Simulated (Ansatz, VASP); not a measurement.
Two plane-wave programs on BiBrO

```
Bi Br O
1.0
     3.81790    0.00000    0.00000
     0.00000    3.81790    0.00000
     0.00000    0.00000    8.28110
Bi Br O
2 2 2
Direct
  0.00000 0.50000 0.15756
  0.50000 0.00000 0.84244
  0.00000 0.50000 0.65172
  0.50000 0.00000 0.34828
  0.00000 0.00000 0.00000
  0.50000 0.50000 0.00000
```

Alike in both runs: task single point; functional LDA; k mesh 8 × 8 × 4; occupations gaussian, width 0.05 eV; no spin polarisation.

|  | VASP | Ansatz |
| --- | --- | --- |
| version | VASP 6.6.1 | Ansatz 0.2.0 |
| potentials or method | VASP PAW LDA potentials, release 64 (Bi_d, Br, O), cutoff 520 eV | scalar-relativistic, plane waves, PAW |
| valence electrons in the cell | 56 | 56 |

Ansatz gave:

- gap on the k mesh at the Fermi level (eV): 2.28
- least direct gap on the mesh (eV): 2.57
- pressure (GPa): -0.5
- traceless stress, the component that is largest in VASP (GPa): -2.57
- rms of the force components (eV/Å): 0.204

**Question.** What did VASP give for the same quantities?

**Answer.** gap on the k mesh at the Fermi level (eV): 2.26; least direct gap on the mesh (eV): 2.57; pressure (GPa): -0.2; traceless stress, the component that is largest in VASP (GPa): -2.59; rms of the force components (eV/Å): 0.177.

LDA's correlation is that of Perdew and Zunger in VASP and of Perdew and Wang (1992) in Ansatz. Atom by atom the forces differ by 0.027 eV/Å (rms over components).

Spin-orbit coupling is off throughout.
